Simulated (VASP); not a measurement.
Set up this calculation in VASP 6.6.1, as the native input.

- Task: single point
- Functional: PBE
- Potentials or basis: VASP PAW PBE potentials, release 64 (Mg_sv, B)
- Cutoff: 840 eV
- k mesh: 7 × 7 × 6
- Occupations: gaussian, width 0.1 eV
- Spin: no spin polarisation
- Dipole correction: no
- Further INCAR settings: ALGO = Normal; EDIFF = 1e-06; NBANDS = 15

The structure of MgB2 lies in POSCAR:

```
MgB2
1.0
    3.0850000000      0.0000000000      0.0000000000
   -1.5425000000      2.6716883707      0.0000000000
    0.0000000000      0.0000000000      3.5230000000
Mg B
1 2
Direct
    0.0000000000      0.0000000000      0.0000000000
    0.6666666667      0.3333333333      0.5000000000
    0.3333333333      0.6666666667      0.5000000000
```

The input as run:

INCAR

```
SYSTEM = MgB2
PREC = Accurate
ENCUT = 840
EDIFF = 1E-6
ISMEAR = 0
SIGMA = 0.1
LREAL = .False.
LASPH = .True.
NELM = 120
ALGO = Normal
ISIF = 2
LWAVE = .False.
LCHARG = .False.
GGA = PE
NBANDS = 15
GGA_COMPAT = .False.
```

KPOINTS

```
Automatic mesh
0
Gamma
  7 7 6
  0 0 0
```

Potentials or basis: VASP PAW PBE potentials, release 64 (Mg_sv, B).

Run with:

```sh
$ cat potpaw_PBE.64/Mg_sv/POTCAR potpaw_PBE.64/B/POTCAR > POTCAR
$ mpirun -np 1 vasp_std > vasp.out
```

Results of the run:

```json
{"Pressure": "-1.2 GPa", "Band gap on the k mesh": "zero (bands 8 and 9 overlap by 2.05 eV)"}
```

It took 24 s on 1 thread of Intel(R) Xeon(R) Platinum 8488C (Sapphire Rapids) (shared host), peak memory 0.18 GiB.
